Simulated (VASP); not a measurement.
# TaN in VASP: a series of runs

Aim: see how the results for TaN move with the level of theory and the settings. Levels: PBE, r2SCAN. Tasks: single point, relaxation of cell and atoms.

Everything below comes from runs of VASP 6.6.1. Logs are shortened: lines on timing, memory, paths and dates and some standing lists are left out, and cuts for length are marked.

**1. The cell of the first run**

Symmetry: Fm-3m, No. 225, cubic system. The conventional cell has a = 4.423 Å, b = 4.423 Å, c = 4.423 Å, α = 90.00°, β = 90.00°, γ = 90.00°. Within 2.9 Å of Ta (site symmetry m-3m) lie 6 N at 2.21 Å. Within 2.9 Å of N (site symmetry m-3m) lie 6 Ta at 2.21 Å.

**2. Single point, PBE**

The input, INCAR:

```
SYSTEM = TaN
ALGO = Normal
EDIFF = 1E-6
ENCUT = 520
GGA = PE
ISIF = 2
ISMEAR = 0
LASPH = .TRUE.
LCHARG = .TRUE.
LELF = .TRUE.
LREAL = .FALSE.
LVHAR = .TRUE.
LWAVE = .FALSE.
NBANDS = 15
NELM = 60
PREC = Accurate
SIGMA = 0.013000000000000001
```

The input, KPOINTS:

```
k-points
0
G
  10 10 10
  0 0 0
```

The input, POSCAR:

```
TaN
1.0
    0.0000000000      2.2113230000      2.2113230000
    2.2113230000      0.0000000000      2.2113230000
    2.2113230000      2.2113230000      0.0000000000
Ta N
1 1
Direct
    0.5000000000      0.5000000000      0.5000000000
    0.0000000000      0.0000000000      0.0000000000
```

Potentials or basis: VASP PAW PBE potentials, release 64 (Ta_pv, N).

Command:

```console
$ cat potpaw_PBE.64/Ta_pv/POTCAR potpaw_PBE.64/N/POTCAR > POTCAR
$ mpirun -np 1 vasp_std > vasp.out
```

OUTCAR:

```text
SYSTEM = TaN
   EDIFF = 1E-6
   ENCUT = 520
   GGA = PE
   ISIF = 2
   ISMEAR = 0
   LASPH = .TRUE.
   LREAL = .FALSE.
   NELM = 60
   PREC = Accurate

 ion  position               nearest neighbor table
   1  0.500  0.500  0.500-   2 2.21   2 2.21   2 2.21   2 2.21   2 2.21   2 2.21
   2  0.000  0.000  0.000-   1 2.21   1 2.21   1 2.21   1 2.21   1 2.21   1 2.21

  LATTYP: Found a face centered cubic cell.
 ALAT       =     4.4226460000

  Lattice vectors:

 A1 = (   0.0000000000,   2.2113230000,   2.2113230000)
 A2 = (   2.2113230000,   0.0000000000,   2.2113230000)
 A3 = (   2.2113230000,   2.2113230000,   0.0000000000)

Analysis of symmetry for initial positions (statically):
=====================================================================
 Subroutine PRICEL returns:
 Original cell was already a primitive cell.

 Routine SETGRP: Setting up the symmetry group for a
 face centered cubic supercell.

 Subroutine GETGRP returns: Found 48 space group operations
 (whereof 48 operations were pure point group operations)
 out of a pool of 48 trial point group operations.

The static configuration has the point symmetry O_h .

Analysis of symmetry for dynamics (positions and initial velocities):
=====================================================================
 Subroutine PRICEL returns:
 Original cell was already a primitive cell.

 Routine SETGRP: Setting up the symmetry group for a
 face centered cubic supercell.

 Subroutine GETGRP returns: Found 48 space group operations
 (whereof 48 operations were pure point group operations)
 out of a pool of 48 trial point group operations.

The dynamic configuration has the point symmetry O_h .

 Subroutine INISYM returns: Found 48 space group operations
 (whereof 48 operations are pure point group operations),
 and found     1 'primitive' translations

----------------------------------------------------------------------------------------

                                     Primitive cell

  volume of cell :      21.6265

  direct lattice vectors                    reciprocal lattice vectors
     0.000000000  2.211323000  2.211323000    -0.226108985  0.226108985  0.226108985
     2.211323000  0.000000000  2.211323000     0.226108985 -0.226108985  0.226108985
     2.211323000  2.211323000  0.000000000     0.226108985  0.226108985 -0.226108985

  length of vectors
     3.127282977  3.127282977  3.127282977     0.391632251  0.391632251  0.391632251

  position of ions in fractional coordinates (direct lattice)
     0.500000000  0.500000000  0.500000000
     0.000000000  0.000000000  0.000000000

  ion indices of the primitive-cell ions
   primitive index   ion index
                 1           1
                 2           2

----------------------------------------------------------------------------------------

 KPOINTS: k-points

Automatic generation of k-mesh.
 Grid dimensions read from file:
 generate k-points for:   10   10   10

 Generating k-lattice:

  Cartesian coordinates                     Fractional coordinates (reciprocal lattice)
    -0.022610899  0.022610899  0.022610899     0.100000000  0.000000000  0.000000000
     0.022610899 -0.022610899  0.022610899     0.000000000  0.100000000  0.000000000
     0.022610899  0.022610899 -0.022610899     0.000000000  0.000000000  0.100000000

  Length of vectors
     0.039163225  0.039163225  0.039163225

  Shift w.r.t. Gamma in fractional coordinates (k-lattice)
     0.000000000  0.000000000  0.000000000

 Subroutine IBZKPT returns following result:
 ===========================================

 Found     47 irreducible k-points:

 Following reciprocal coordinates:
            Coordinates               Weight
  0.000000  0.000000  0.000000      1.000000
  0.100000  0.000000  0.000000      8.000000
  0.200000  0.000000  0.000000      8.000000
  0.300000  0.000000  0.000000      8.000000
  0.400000  0.000000  0.000000      8.000000
  0.500000  0.000000  0.000000      4.000000
[... 16 lines left out ...]
  0.300000  0.300000  0.000000      6.000000
  0.400000  0.300000  0.000000     24.000000
 [... further k-points ...]
   k-points           NKPTS =     47   k-points in BZ     NKDIM =     47   number of bands    NBANDS=     15
   number of dos      NEDOS =    301   number of ions     NIONS =      2
   total plane-waves  NPLWV =  13824
   dimension x,y,z NGX =    24 NGY =   24 NGZ =   24
   dimension x,y,z NGXF=    48 NGYF=   48 NGZF=   48
   ions per type =               1   1
   NGX,Y,Z   is equivalent  to a cutoff of  12.76, 12.76, 12.76 a.u.
   NGXF,Y,Z  is equivalent  to a cutoff of  25.52, 25.52, 25.52 a.u.
 SYSTEM =  TaN
   PREC   = accura    normal or accurate (medium, high low for compatibility)
   ISTART =      0    job   : 0-new  1-cont  2-samecut
   ICHARG =      2    charge: 1-file 2-atom 10-const
   ISPIN  =      1    spin polarized calculation?
   LNONCOLLINEAR =      F non collinear calculations
   LSORBIT =      F    spin-orbit coupling
   LASPH  =      T    aspherical Exc in radial PAW
   ENCUT  =  520.0 eV  38.22 Ry    6.18 a.u.   5.81  5.81  5.81*2*pi/ulx,y,z
   NELM   =     60;   NELMIN=  2; NELMDL= -5     # of ELM steps
   EDIFF  = 0.1E-05   stopping-criterion for ELM
   LREAL  =      F    real-space projection
   EDIFFG = 0.1E-04   stopping-criterion for IOM
   NSW    =      0    number of steps for IOM
   IBRION =     -1    ionic relax: 0-MD 1-quasi-New 2-CG
   NFREE  =      0    steps in history (QN), initial steepest desc. (CG)
   ISIF   =      2    stress and relaxation
   ISYM   =      2    0-nonsym 1-usesym 2-fastsym
   POTIM  = 0.5000    time-step for ionic-motion
   TEBEG  =    0.0;   TEEND  =   0.0 temperature during run
   PSTRESS=    0.0 pullay stress
   NELECT =      16.0000    total number of electrons
   NUPDOWN=      -1.0000    fix difference up-down
   EMIN   =  10.00;   EMAX   =-10.00  energy-range for DOS
   EFERMI =   0.00;   METHOD = LEGACY
   ISMEAR =     0;   SIGMA  =   0.01  broadening in eV -4-tet -1-fermi 0-gaus
   EFERMI_NEDOS =   21; number of points for ismear=-14 and -15
   IALGO  =     38    algorithm
   IMIX   =      4    mixing-type and parameters
     AMIX     =   0.40;   BMIX     =  1.00
     AMIX_MAG =   1.60;   BMIX_MAG =  1.00
  volume/ion in A,a.u.               =      10.81        72.97
  Fermi-wavevector in a.u.,A,eV,Ry     =   1.480651  2.798024 29.828417  2.192327
  Thomas-Fermi vector in A             =   2.594659
   LORBIT       =      0    0 simple, 1 ext, 2 COOP (PROOUT), +10 PAW based schemes
   GGA     = PE    functional components
   LHFCALC =     F    Hartree Fock is set to
   AEXX    =    0.0000 exact exchange contribution
   IVDW    =     0    specifies the selected vdW correction
   LEPSILON=     F    determine dielectric tensor
   LRPA    =     F    only Hartree local field effects (RPA)
 non-spin polarized calculation
 Gauss-broadening in eV      SIGMA  =   0.01
  energy-cutoff  :      520.00
  volume of cell :       21.63
 maximum number of plane-waves:       592
   NGX = 11   NGY = 11   NGZ = 11

 number of electron      16.0000003 magnetization

 Free energy of the ion-electron system (eV)
  ---------------------------------------------------
  ext. energy  EPLUGINS =         0.00000000
  ---------------------------------------------------
  free energy    TOTEN  =       -21.83867312 eV

  energy without entropy =      -21.83837121  energy(sigma->0) =      -21.83852216

 E-fermi :   9.4116     XC(G=0): -13.3449

 val. band max:        9.4077197156   @ k =   0.0000   0.0000   0.0000
 cond. band min:       9.4174082052   @ k =  -0.3000   0.3000   0.1000
 fundamental gap:      0.0096884896
 Fermi energy:         9.4116074198

 k-point     1 :       0.0000    0.0000    0.0000
  band No.  band energies     occupation
      1     -26.4711      2.00000
      2     -26.4711      2.00000
      3     -26.4711      2.00000
      4      -9.3587      2.00000
      5       5.5905      2.00000
      6       5.5905      2.00000
      7       5.5905      2.00000
      8       7.2892      2.00000
      9       7.2892      2.00000
     10       7.2892      2.00000
     11       9.4077      1.32773
     12       9.4077      1.32765
     13      10.7341      0.00000
     14      18.7518      0.00000
     15      21.6568      0.00000

 k-point     2 :       0.1000    0.0000    0.0000
  band No.  band energies     occupation
      1     -26.5527      2.00000
      2     -26.4787      2.00000
      3     -26.4787      2.00000
      4      -9.1271      2.00000
      5       4.4924      2.00000
      6       4.8587      2.00000
      7       4.8587      2.00000
      8       7.6404      2.00000
      9       7.6404      2.00000
     10       7.7075      2.00000
     11      10.3079      0.00000
     12      10.3079      0.00000
     13      11.4414      0.00000
     14      19.4665      0.00000
     15      21.6563      0.00000

 k-point     3 :       0.2000    0.0000    0.0000
  band No.  band energies     occupation
      1     -26.7604      2.00000
      2     -26.4984      2.00000
      3     -26.4984      2.00000
      4      -8.4944      2.00000
      5       2.6761      2.00000
      6       3.6889      2.00000
      7       3.6889      2.00000
      8       8.2392      2.00000
      9       8.4370      2.00000
     10       8.4370      2.00000
     11      12.1602      0.00000
     12      12.1602      0.00000
     13      12.9017      0.00000
     14      21.0973      0.00000
     15      21.6562      0.00000

 k-point     4 :       0.3000    0.0000    0.0000
  band No.  band energies     occupation
      1     -27.0060      2.00000
      2     -26.5226      2.00000
      3     -26.5226      2.00000
      4      -7.6309      2.00000
      5       0.9567      2.00000
      6       2.7235      2.00000
      7       2.7235      2.00000
      8       9.0431      2.00000
      9       9.5497      0.00000
     10       9.5497      0.00000
     11      14.0932      0.00000
     12      14.1760      0.00000
     13      14.1760      0.00000
     14      21.4271      0.00000
     15      21.6975      0.00000
[... 307 lines left out ...]
 k-point    22 :      -0.2000    0.2000    0.0000
  band No.  band energies     occupation
      1     -26.9618      2.00000
      2     -26.6750      2.00000
      3     -26.5143      2.00000
      4      -7.5578      2.00000
      5       0.8729      2.00000
      6       2.4602      2.00000
      7       3.1835      2.00000
      8       8.9376      2.00000
      9       9.2908      2.00000
     10      10.9823      0.00000
     11      11.4878      0.00000
     12      15.2252      0.00000
     13      15.7010      0.00000
     14      21.5949      0.00000
     15      21.9032      0.00000

 k-point    23 :       0.3000    0.3000    0.0000
  band No.  band energies     occupation
      1     -26.9441      2.00000
      2     -26.6460      2.00000
      3     -26.6460      2.00000
      4      -7.9694      2.00000
      5       1.2883      2.00000
      6       4.5219      2.00000
      7       4.5219      2.00000
      8       4.8819      2.00000
      9      10.6258      0.00000
     10      11.7096      0.00000
     11      11.7096      0.00000
     12      12.1585      0.00000
     13      17.4950      0.00000
     14      21.6177      0.00000
     15      22.1394      0.00000

 k-point    24 :       0.4000    0.3000    0.0000
  band No.  band energies     occupation
      1     -27.0391      2.00000
      2     -26.6979      2.00000
      3     -26.6739      2.00000
      4      -7.8291      2.00000
      5       1.4936      2.00000
      6       3.5493      2.00000
      7       4.2153      2.00000
      8       5.5544      2.00000
      9      11.4689      0.00000
     10      12.1975      0.00000
     11      12.2762      0.00000
     12      13.0966      0.00000
     13      17.5752      0.00000
     14      19.8463      0.00000
     15      21.6687      0.00000

 [... further k-points ...]

------------------------ aborting loop because EDIFF is reached ----------------------------------------

  FORCE on cell =-STRESS in cart. coord.  units (eV):
  Direction    XX          YY          ZZ          XY          YZ          ZX
  --------------------------------------------------------------------------------------
  -------------------------------------------------------------------------------------
  Total       -0.0795095     -0.0795095     -0.0795095     -0.0000000      0.0000000      0.0000000
  in kB       -5.8903781     -5.8903781     -5.8903781     -0.0000000      0.0000000      0.0000000
  external PRESSURE =      -5.8903781 kB  Pullay stress =       0.0000000 kB

 VOLUME and BASIS-vectors are now :
 -----------------------------------------------------------------------------
  energy-cutoff  :      520.00
  volume of cell :       21.63
      direct lattice vectors                 reciprocal lattice vectors
     0.000000000  2.211323000  2.211323000    -0.226108985  0.226108985  0.226108985
     2.211323000  0.000000000  2.211323000     0.226108985 -0.226108985  0.226108985
     2.211323000  2.211323000  0.000000000     0.226108985  0.226108985 -0.226108985

 POSITION                                       TOTAL-FORCE (eV/Angst)
 -----------------------------------------------------------------------------------
      2.21132      2.21132      2.21132        -0.000000      0.000000     -0.000000
      0.00000      0.00000      0.00000         0.000000     -0.000000      0.000000
 -----------------------------------------------------------------------------------
    total drift:                                0.000000     -0.000000     -0.000000

  FREE ENERGIE OF THE ION-ELECTRON SYSTEM (eV)
  ---------------------------------------------------
  free  energy   TOTEN  =       -21.8386731175 eV

  energy  without entropy=      -21.8383712087  energy(sigma->0) =      -21.83852216
```

Run time: 15 s. Hardware: 1 thread of AMD EPYC 7R13 (Zen 3), shared host; peak memory 0.12 GiB.

Results:

| Property | Result |
| --- | --- |
| Free energy | -21.8387 eV |
| Pressure | -0.6 GPa |
| Band gap on the k mesh | zero (band 8 reaches 11.20 eV, above the bottom of band 9 at 7.29 eV) |

Levels at points of the mesh, in eV from the Fermi level:
| k point | band 6 | band 7 | band 8 | band 9 | band 10 | band 11 |
| --- | --- | --- | --- | --- | --- | --- |
| (0.00, 0.00, 0.00) | -3.82 | -3.82 | -2.12 | -2.12 | -2.12 | 0.00 |
| (0.50, 0.00, 0.00) | -7.51 | -7.51 | 1.78 | 1.78 | 1.88 | 3.71 |
| (0.50, 0.50, 0.00) | -5.41 | -4.65 | -4.65 | 2.00 | 3.38 | 3.38 |

Caveat: spin-orbit coupling is left out, which moves the levels of the heavy elements.

**3. Single point, r2SCAN**

This run uses another cell than the first one, of 10.47 Å³/atom, 0.968 times its volume.

The input, POSCAR:

```
TaN
1.0
    0.0000000000      2.1878342998      2.1878342998
    2.1878342998      0.0000000000      2.1878342998
    2.1878342998      2.1878342998      0.0000000000
Ta N
1 1
Direct
    0.5000000000      0.5000000000      0.5000000000
    0.0000000000      0.0000000000      0.0000000000
```

The input, INCAR.step1:

```
SYSTEM = TaN
PREC = Accurate
ENCUT = 520
ISMEAR = -1
SIGMA = 0.05
LREAL = .False.
LASPH = .True.
NELM = 100
NBANDS = 15
GGA = PE
ALGO = Normal
EDIFF = 1E-4
LWAVE = .True.
LCHARG = .False.
```

The input, INCAR.step2:

```
SYSTEM = TaN
PREC = Accurate
ENCUT = 520
EDIFF = 1E-6
ISMEAR = -1
SIGMA = 0.05
LREAL = .False.
LASPH = .True.
NELM = 100
ALGO = Normal
ISIF = 2
LWAVE = .False.
LCHARG = .False.
METAGGA = R2SCAN
LMIXTAU = .True.
NBANDS = 15
ISTART = 1
```

The input, KPOINTS:

```
Automatic mesh
0
Gamma
  10 10 10
  0 0 0
```

Potentials or basis: VASP PAW PBE potentials, release 64 (Ta_pv, N).

Command:

```console
$ cat potpaw_PBE.64/Ta_pv/POTCAR potpaw_PBE.64/N/POTCAR > POTCAR
$ cp INCAR.step1 INCAR
$ mpirun -np 1 vasp_std > vasp.out
$ cp INCAR.step2 INCAR
$ mpirun -np 1 vasp_std > vasp.out
```

Wall time 33 s (1 thread of AMD EPYC 9R45 (Zen 5), shared host); peak memory 0.12 GiB.

The run converged. Its results:

* Free energy: -59.6318 eV
* Pressure: 7.1 GPa
* Band gap on the k mesh: zero (band 8 reaches 11.75 eV, above the bottom of band 9 at 7.57 eV)

Levels at points of the mesh, in eV from the Fermi level:
```tsv
k point	band 5	band 6	band 7	band 8	band 9	band 10	band 11	band 12
(0.00, 0.00, 0.00)	-4.21	-4.21	-4.21	-2.24	-2.24	-2.24	0.10	0.10
(0.50, 0.00, 0.00)	-10.99	-8.13	-8.13	1.94	1.94	2.09	4.11	7.96
(0.50, 0.50, 0.00)	-7.14	-5.76	-5.06	-5.06	2.22	3.60	3.60	4.85
```

Caveat: the PAW data sets were made with another functional, which shifts forces and pressure a little; spin-orbit coupling is left out, which moves the levels of the heavy elements.

**4. Single point, PBE**

This run uses another cell than the first one, of 11.25 Å³/atom, 1.040 times its volume.

The input, INCAR:

```
PREC = Accurate ; ENCUT = 520
EDIFF = 1E-6 ; ISMEAR = -1
SIGMA = 0.05 ; LREAL = F
LASPH = T ; NELM = 80
ALGO = Normal ; ISIF = 2
LWAVE = F ; LCHARG = F
GGA = PE ; NBANDS = 15
```

The input, KPOINTS:

```
Automatic mesh
0
Gamma
  9 9 9
```

The input, POSCAR:

```
TaN
1.0
    0.0000000000      2.2555494600      2.2113230000
    2.2555494600      0.0000000000      2.2113230000
    2.2555494600      2.2555494600      0.0000000000
Ta N
1 1
Direct
    0.5000000000      0.5000000000      0.5000000000
    0.0000000000      0.0000000000      0.0000000000
```

Command:

```console
$ cat potpaw_PBE.64/Ta_pv/POTCAR potpaw_PBE.64/N/POTCAR > POTCAR
$ mpirun -np 1 vasp_std > vasp.out
```

Wall time 12 s (1 thread of AMD EPYC 9R45 (Zen 5), shared host); peak memory 0.12 GiB.

The run converged. Its results:

```yaml
Free_energy: -21.7872 eV
Pressure: -12.1 GPa
Band_gap_on_the_k_mesh: zero (band 8 reaches 10.31 eV, above the bottom of band 9 at 6.89 eV)
```

Stress tensor (GPa, compression positive):
```
-15.43   0.00   0.00
  0.00 -15.43   0.00
  0.00   0.00  -5.46
```

Levels at points of the mesh, in eV from the Fermi level:
| k point | band 4 | band 5 | band 6 | band 7 | band 8 | band 9 | band 10 | band 11 | band 12 | band 13 |
| --- | --- | --- | --- | --- | --- | --- | --- | --- | --- | --- |
| (0.00, 0.00, 0.00) | -18.30 | -3.59 | -3.59 | -3.51 | -1.92 | -1.92 | -1.71 | 0.02 | 0.16 | 1.29 |

Caveat: spin-orbit coupling is left out, which moves the levels of the heavy elements.

(Part 1 of 2 ends here.)
